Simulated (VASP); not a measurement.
A run of VASP 6.6.1:

Contents of INCAR:

```
SYSTEM = Li
PREC = Accurate
ENCUT = 520
EDIFF = 1E-6
ISMEAR = 1
SIGMA = 0.1
LREAL = .False.
LASPH = .True.
NELM = 60
ALGO = Normal
ISIF = 2
LWAVE = .False.
LCHARG = .False.
GGA = PS
IVDW = 12
NBANDS = 8
```

KPOINTS

```
Automatic mesh
0
Gamma
  13 13 13
  0 0 0
```

The input POSCAR:

```
Li
1.0
    0.0000000000      2.0972812400      2.0972812400
    2.0972812400      0.0000000000      2.0972812400
    2.0972812400      2.0972812400      0.0000000000
Li
1
Direct
    0.0000000000      0.0000000000      0.0000000000
```

Potentials or basis: VASP PAW PBE potentials, release 64 (Li_sv).

The run is started by

```console
$ cat potpaw_PBE.64/Li_sv/POTCAR > POTCAR
$ mpirun -np 1 vasp_std > vasp.out
```

Hardware: 1 thread of Intel Xeon 6975P-C, on a shared host.

Question: Estimate the wall time of this run.

Answer: It took 6.5 s on 1 thread of Intel Xeon 6975P-C (shared host), peak memory 0.14 GiB. Counts: scf iterations 10, k points 84.
